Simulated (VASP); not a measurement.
A run of VASP 6.6.1 is set up as follows.

The input INCAR:

```
ALGO = Normal ; EDIFF = 1E-6
EDIFFG = -0.001 ; ENCUT = 600
IBRION = 2 ; ISIF = 3
ISMEAR = -1 ; LASPH = T
LCHARG = F ; LREAL = F
LWAVE = F ; NELM = 100
NSW = 80 ; PREC = Accurate
SIGMA = 0.15
```

The input KPOINTS:

```
k-points
0
Gamma
  16 16 16
```

Contents of POSCAR:

```
W
1.0
   -1.5674501438      1.5674501438      1.5674501438
    1.5674501438     -1.5674501438      1.5674501438
    1.5674501438      1.5674501438     -1.5674501438
W
1
Direct
    0.0000000000      0.0000000000      0.0000000000
```

Potentials or basis: VASP PAW LDA potentials, release 64 (W_sv).

Command:

```bash
$ cat potpaw_LDA.64/W_sv/POTCAR > POTCAR
$ mpirun -np 1 vasp_std > vasp.out
```

Q: Predict the space group after relaxing (to 0.05 Å).

A: Im-3m (No. 229).

Q: What does it give for the relaxed cell?

A: a = 2.721 Å, b = 2.721 Å, c = 2.721 Å, α = 109.47°, β = 109.47°, γ = 109.47°.

Q: Estimate the relaxed volume.

A: 15.50 Å³/atom.

The path:
```
step  energy change (eV)  largest force (eV/Å)  pressure (GPa)  volume (Å³)
   1              0.0000                0.0000            2.10        15.40
   2              0.0078                0.0000           -7.32        15.86
   3             -0.0006                0.0000           -0.05        15.50
   4             -0.0006                0.0000            0.01        15.50
   5             -0.0006                0.0000            0.04        15.50
   6             -0.0006                0.0000            0.04        15.50
   7             -0.0006                0.0000            0.04        15.50
   8             -0.0006                0.0000            0.04        15.50
   9             -0.0006                0.0000            0.04        15.50
  10             -0.0006                0.0000            0.04        15.50
  11             -0.0006                0.0000            0.04        15.50
  12             -0.0006                0.0000            0.04        15.50
  13             -0.0006                0.0000            0.04        15.50
  14             -0.0006                0.0000            0.04        15.50
  15             -0.0006                0.0000            0.05        15.50
  16             -0.0006                0.0000            0.05        15.50
  17             -0.0006                0.0000            0.07        15.50
  18             -0.0006                0.0000           -0.01        15.50
  19             -0.0006                0.0000           -0.05        15.50
  20             -0.0006                0.0000           -0.07        15.50
  21             -0.0006                0.0000           -0.04        15.50
  22             -0.0006                0.0000           -0.02        15.50
  23             -0.0006                0.0000           -0.01        15.50
```
